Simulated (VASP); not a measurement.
Wanted: the native input for a VASP 6.6.1 run.

| Quantity | Value |
| --- | --- |
| Task | relaxation of cell and atoms |
| Functional | PBEsol |
| Potentials or basis | VASP PAW PBE potentials, release 64 (Sn_d) |
| Cutoff | 600 eV |
| k mesh | 14 × 14 × 14 |
| Occupations | gaussian, width 0.1 eV |
| Spin | no spin polarisation |
| Dipole correction | no |
| Further INCAR settings | ALGO = Fast; EDIFF = 1e-06; IBRION = 2; EDIFFG = -0.005; NSW = 70; ISIF = 3 |

The structure of Sn lies in POSCAR:

```
Sn
1.0
   -2.9643162528      2.9643162528      1.6163469659
    2.9643162528     -2.9643162528      1.6163469659
    2.9643162528      2.9643162528     -1.6163469659
Sn
2
Direct
    0.7500000000      0.2500000000      0.5000000000
    0.0000000000      0.0000000000      0.0000000000
```

These files were run (other wordings do the same):

INCAR

```
ALGO = Fast ; EDIFF = 1E-6
EDIFFG = -0.005 ; ENCUT = 600
GGA = PS ; IBRION = 2
ISIF = 3 ; ISMEAR = 0
LASPH = T ; LCHARG = F
LREAL = F ; LWAVE = F
NELM = 60 ; NSW = 70
PREC = Accurate ; SIGMA = 0.1
```

KPOINTS

```
k-points
0
Gamma
  14 14 14
```

Potentials or basis: VASP PAW PBE potentials, release 64 (Sn_d).

Launch:

```bash
$ cat potpaw_PBE.64/Sn_d/POTCAR > POTCAR
$ mpirun -np 1 vasp_std > vasp.out
```

Results of the run:

```json
{
 "Relaxed volume": "26.86 Å³/atom",
 "Relaxed cell": "a = 4.410 Å, b = 4.410 Å, c = 4.410 Å, α = 97.44°, β = 97.44°, γ = 137.81°",
 "Space group after relaxing (to 0.05 Å)": "I4_1/amd (No. 141)",
 "Energy gained by relaxing": "13.7 meV/atom",
 "Ionic steps": "3",
 "Pressure after relaxing": "0.0 GPa",
 "Band gap on the k mesh": "zero (band 14 reaches 9.41 eV, above the bottom of band 15 at 5.32 eV)"
}
```

Caveat: the PAW data sets were made with another functional, which shifts forces and pressure a little; spin-orbit coupling is left out, which moves the levels of the heavy elements.

It took 21 min on 1 thread of Oxide Virtual Turin-like Processor (shared host), peak memory 0.37 GiB.
